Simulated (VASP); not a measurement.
# GePt (Pm-3m) in VASP: relaxation of cell and atoms with PBE

Aim: the relaxation of cell and atoms of GePt with PBE.

All numbers are computed with VASP 6.6.1; they aren't measurements. Logs are shortened: lines on timing, memory, paths and dates and some standing lists are left out, and cuts for length are marked.

## 1. The cell of the first run

Symmetry: Pm-3m, No. 221, cubic system. The conventional cell has a = 3.071 Å, b = 3.071 Å, c = 3.071 Å, α = 90.00°, β = 90.00°, γ = 90.00°. Within 3.5 Å of Ge (site symmetry m-3m) lie 8 Pt at 2.66 Å and 6 Ge at 3.07 Å. Pt (site symmetry m-3m) has 8 Ge at 2.66 Å and 6 Pt at 3.07 Å within 3.5 Å.

The cell was built from a structure type or drawn by symmetry, and may not be a known phase.

## 2. Relaxation of cell and atoms, PBE

INCAR reads:

```
ALGO = Normal ; EDIFF = 1E-7
EDIFFG = -0.08 ; ENCUT = 500
GGA = PE ; GGA_COMPAT = False
IBRION = 2 ; ISIF = 3
ISMEAR = 0 ; LASPH = True
LCHARG = False ; LREAL = False
LWAVE = False ; NELM = 120
NELMIN = 4 ; NSW = 36
PREC = Accurate ; SIGMA = 0.2
```

KPOINTS reads:

```
k-points
0
Gamma
  6 6 6
```

POSCAR reads:

```
GePt
1.0
    3.0710496100      0.0000000000      0.0000000000
    0.0000000000      3.0710496100      0.0000000000
    0.0000000000      0.0000000000      3.0710496100
Ge Pt
1 1
Direct
    0.5000000000      0.5000000000      0.5000000000
    0.0000000000      0.0000000000      0.0000000000
```

Potentials or basis: VASP PAW PBE potentials, release 64 (Ge_d, Pt).

Started as:

```bash
cat potpaw_PBE.64/Ge_d/POTCAR potpaw_PBE.64/Pt/POTCAR > POTCAR
mpirun -np 1 vasp_std > vasp.out
```

OUTCAR:

```text
EDIFF = 1E-7
   EDIFFG = -0.08
   ENCUT = 500
   GGA = PE
   IBRION = 2
   ISIF = 3
   ISMEAR = 0
   LASPH = True
   LREAL = False
   NELM = 120
   NELMIN = 4
   NSW = 36
   PREC = Accurate

 ion  position               nearest neighbor table
   1  0.500  0.500  0.500-   2 2.66   2 2.66   2 2.66   2 2.66   2 2.66   2 2.66   2 2.66   2 2.66

   2  0.000  0.000  0.000-   1 2.66   1 2.66   1 2.66   1 2.66   1 2.66   1 2.66   1 2.66   1 2.66

  LATTYP: Found a simple cubic cell.
 ALAT       =     3.0710496100

  Lattice vectors:

 A1 = (   3.0710496100,   0.0000000000,   0.0000000000)
 A2 = (   0.0000000000,   3.0710496100,   0.0000000000)
 A3 = (   0.0000000000,   0.0000000000,   3.0710496100)

Analysis of symmetry for initial positions (statically):
=====================================================================
 Subroutine PRICEL returns:
 Original cell was already a primitive cell.

 Routine SETGRP: Setting up the symmetry group for a
 simple cubic supercell.

 Subroutine GETGRP returns: Found 48 space group operations
 (whereof 48 operations were pure point group operations)
 out of a pool of 48 trial point group operations.

The static configuration has the point symmetry O_h .

Analysis of symmetry for dynamics (positions and initial velocities):
=====================================================================
 Subroutine PRICEL returns:
 Original cell was already a primitive cell.

 Routine SETGRP: Setting up the symmetry group for a
 simple cubic supercell.

 Subroutine GETGRP returns: Found 48 space group operations
 (whereof 48 operations were pure point group operations)
 out of a pool of 48 trial point group operations.

The dynamic configuration has the point symmetry O_h .

 Subroutine INISYM returns: Found 48 space group operations
 (whereof 48 operations are pure point group operations),
 and found     1 'primitive' translations

----------------------------------------------------------------------------------------

                                     Primitive cell

  volume of cell :      28.9641

  direct lattice vectors                    reciprocal lattice vectors
     3.071049610  0.000000000  0.000000000     0.325621571  0.000000000  0.000000000
     0.000000000  3.071049610  0.000000000     0.000000000  0.325621571  0.000000000
     0.000000000  0.000000000  3.071049610     0.000000000  0.000000000  0.325621571

  length of vectors
     3.071049610  3.071049610  3.071049610     0.325621571  0.325621571  0.325621571

  position of ions in fractional coordinates (direct lattice)
     0.500000000  0.500000000  0.500000000
     0.000000000  0.000000000  0.000000000

  ion indices of the primitive-cell ions
   primitive index   ion index
                 1           1
                 2           2

----------------------------------------------------------------------------------------

 KPOINTS: k-points

Automatic generation of k-mesh.
 Grid dimensions read from file:
 generate k-points for:    6    6    6

 Generating k-lattice:

  Cartesian coordinates                     Fractional coordinates (reciprocal lattice)
     0.054270262  0.000000000  0.000000000     0.166666667  0.000000000  0.000000000
     0.000000000  0.054270262  0.000000000     0.000000000  0.166666667  0.000000000
     0.000000000  0.000000000  0.054270262     0.000000000  0.000000000  0.166666667

  Length of vectors
     0.054270262  0.054270262  0.054270262

  Shift w.r.t. Gamma in fractional coordinates (k-lattice)
     0.000000000  0.000000000  0.000000000

 Subroutine IBZKPT returns following result:
 ===========================================

 Found     20 irreducible k-points:

 Following reciprocal coordinates:
            Coordinates               Weight
  0.000000  0.000000  0.000000      1.000000
  0.166667  0.000000  0.000000      6.000000
  0.333333  0.000000  0.000000      6.000000
  0.500000  0.000000  0.000000      3.000000
  0.166667  0.166667  0.000000     12.000000
  0.333333  0.166667  0.000000     24.000000
[... 12 lines left out ...]
  0.500000  0.500000  0.333333      6.000000
  0.500000  0.500000  0.500000      1.000000
   k-points           NKPTS =     20   k-points in BZ     NKDIM =     20   number of bands    NBANDS=     16
   number of dos      NEDOS =    301   number of ions     NIONS =      2
   total plane-waves  NPLWV =  13824
   dimension x,y,z NGX =    24 NGY =   24 NGZ =   24
   dimension x,y,z NGXF=    48 NGYF=   48 NGZF=   48
   ions per type =               1   1
   NGX,Y,Z   is equivalent  to a cutoff of  12.99, 12.99, 12.99 a.u.
   NGXF,Y,Z  is equivalent  to a cutoff of  25.98, 25.98, 25.98 a.u.
 SYSTEM =  unknown system
   PREC   = accura    normal or accurate (medium, high low for compatibility)
   ISTART =      0    job   : 0-new  1-cont  2-samecut
   ICHARG =      2    charge: 1-file 2-atom 10-const
   ISPIN  =      1    spin polarized calculation?
   LNONCOLLINEAR =      F non collinear calculations
   LSORBIT =      F    spin-orbit coupling
   LASPH  =      T    aspherical Exc in radial PAW
   ENCUT  =  500.0 eV  36.75 Ry    6.06 a.u.   5.60  5.60  5.60*2*pi/ulx,y,z
   NELM   =    120;   NELMIN=  4; NELMDL= -5     # of ELM steps
   EDIFF  = 0.1E-06   stopping-criterion for ELM
   LREAL  =      F    real-space projection
   EDIFFG = -.8E-01   stopping-criterion for IOM
   NSW    =     36    number of steps for IOM
   IBRION =      2    ionic relax: 0-MD 1-quasi-New 2-CG
   NFREE  =      1    steps in history (QN), initial steepest desc. (CG)
   ISIF   =      3    stress and relaxation
   ISYM   =      2    0-nonsym 1-usesym 2-fastsym
   POTIM  = 0.5000    time-step for ionic-motion
   TEBEG  =    0.0;   TEEND  =   0.0 temperature during run
   PSTRESS=    0.0 pullay stress
   NELECT =      24.0000    total number of electrons
   NUPDOWN=      -1.0000    fix difference up-down
   EMIN   =  10.00;   EMAX   =-10.00  energy-range for DOS
   EFERMI =   0.00;   METHOD = LEGACY
   ISMEAR =     0;   SIGMA  =   0.20  broadening in eV -4-tet -1-fermi 0-gaus
   EFERMI_NEDOS =   21; number of points for ismear=-14 and -15
   IALGO  =     38    algorithm
   IMIX   =      4    mixing-type and parameters
     AMIX     =   0.40;   BMIX     =  1.00
     AMIX_MAG =   1.60;   BMIX_MAG =  1.00
  volume/ion in A,a.u.               =      14.48        97.73
  Fermi-wavevector in a.u.,A,eV,Ry     =   1.537653  2.905743 32.169309  2.364378
  Thomas-Fermi vector in A             =   2.644132
   LORBIT       =      0    0 simple, 1 ext, 2 COOP (PROOUT), +10 PAW based schemes
   GGA     = PE    functional components
   LHFCALC =     F    Hartree Fock is set to
   AEXX    =    0.0000 exact exchange contribution
   IVDW    =     0    specifies the selected vdW correction
   LEPSILON=     F    determine dielectric tensor
   LRPA    =     F    only Hartree local field effects (RPA)
 conjugate gradient relaxation of ions
 non-spin polarized calculation
 Gauss-broadening in eV      SIGMA  =   0.20
  energy-cutoff  :      500.00
  volume of cell :       28.96
 maximum number of plane-waves:       756
 NGX is ok and might be reduce to    24
   NGX = 11   NGY = 11   NGZ = 11

--------------------------------------- Ionic step        1  -------------------------------------------

 number of electron      23.9999990 magnetization

 Free energy of the ion-electron system (eV)
  ---------------------------------------------------
  ext. energy  EPLUGINS =         0.00000000
  ---------------------------------------------------
  free energy    TOTEN  =       -10.58002289 eV

  energy without entropy =      -10.54888392  energy(sigma->0) =      -10.56445340

 E-fermi :  11.4693     XC(G=0): -13.2052

 val. band max:       11.3592604473   @ k =   0.3333   0.3333   0.1667
 cond. band min:      11.4852316349   @ k =   0.3333   0.3333   0.1667
 fundamental gap:      0.1259711876
 Fermi energy:        11.4692799869

 k-point     1 :       0.0000    0.0000    0.0000
  band No.  band energies     occupation
      1     -13.8473      2.00000
      2     -13.8473      2.00000
      3     -13.7750      2.00000
      4     -13.7750      2.00000
      5     -13.7750      2.00000
      6      -2.6692      2.00000
[... 8 lines left out ...]
     15      16.9137      0.00000
     16      21.7312      0.00000
[... 417 lines left out ...]
 POSITION                                       TOTAL-FORCE (eV/Angst)
 -----------------------------------------------------------------------------------
      1.68750      1.68750      1.68750        -0.000000      0.000000      0.000000
      0.00000      0.00000      0.00000         0.000000     -0.000000      0.000000
 -----------------------------------------------------------------------------------
    total drift:                                0.000000      0.000000     -0.000000

  FREE ENERGIE OF THE ION-ELECTRON SYSTEM (eV)
  ---------------------------------------------------
  free  energy   TOTEN  =       -10.4821375353 eV

  energy  without entropy=      -10.4514902282  energy(sigma->0) =      -10.46681388

--------------------------------------- Ionic step        3  -------------------------------------------

 number of electron      23.9999984 magnetization

 Free energy of the ion-electron system (eV)
  ---------------------------------------------------
  ext. energy  EPLUGINS =         0.00000000
  ---------------------------------------------------
  free energy    TOTEN  =       -10.80662311 eV

  energy without entropy =      -10.78080813  energy(sigma->0) =      -10.79371562

 E-fermi :   9.3025     XC(G=0): -12.4998

 val. band max:        9.2398284559   @ k =   0.5000   0.5000   0.0000
 cond. band min:       9.3762973320   @ k =   0.5000   0.3333   0.1667
 fundamental gap:      0.1364688762
 Fermi energy:         9.3025019233

 k-point     1 :       0.0000    0.0000    0.0000
  band No.  band energies     occupation
      1     -15.6070      2.00000
      2     -15.6070      2.00000
      3     -15.5594      2.00000
      4     -15.5594      2.00000
      5     -15.5594      2.00000
      6      -3.3417      2.00000
[... 8 lines left out ...]
     15      13.6256      0.00000
     16      19.2370      0.00000
[... 381 lines left out ...]
 POSITION                                       TOTAL-FORCE (eV/Angst)
 -----------------------------------------------------------------------------------
      1.59971      1.59971      1.59971        -0.000000      0.000000      0.000000
      0.00000      0.00000      0.00000         0.000000     -0.000000      0.000000
 -----------------------------------------------------------------------------------
    total drift:                                0.000000      0.000000     -0.000000

  FREE ENERGIE OF THE ION-ELECTRON SYSTEM (eV)
  ---------------------------------------------------
  free  energy   TOTEN  =       -10.8066231118 eV

  energy  without entropy=      -10.7808081300  energy(sigma->0) =      -10.79371562

 reached required accuracy - stopping structural energy minimisation
```

Run time: 13 s. Hardware: 1 thread of Intel Xeon 6975P-C (Granite Rapids), shared host; peak memory 0.14 GiB.

Results:

```yaml
Free_energy: -10.8066 eV
Relaxed_volume: 16.37 Å³/atom
Relaxed_cell: a = 3.199 Å, b = 3.199 Å, c = 3.199 Å, α = 90.00°, β = 90.00°, γ = 90.00°
Space_group_after_relaxing_to_0.1_Å: Pm-3m (No. 221)
Energy_gained_by_relaxing: 113.3 meV/atom
Ionic_steps: 3
Pressure_after_relaxing: -0.8 GPa
Band_gap_on_the_k_mesh: zero (bands 12 and 13 overlap by 3.66 eV)
```

Step by step:
| step | energy change (eV) | largest force (eV/Å) | pressure (GPa) | volume (Å³) |
| --- | --- | --- | --- | --- |
| 1 | 0.0000 | 0.0000 | 22.70 | 28.96 |
| 2 | 0.0979 | 0.0000 | -15.01 | 38.44 |
| 3 | -0.2266 | 0.0000 | -0.76 | 32.75 |

Final structure:
```xyz
2
Lattice="3.1994 0.0000 0.0000 0.0000 3.1994 0.0000 0.0000 0.0000 3.1994" Properties=species:S:1:pos:R:3 pbc="T T T"
Ge    1.5997    1.5997    1.5997
Pt    0.0000    0.0000    0.0000
```

Caveat: spin-orbit coupling is left out, which moves the levels of the heavy elements.
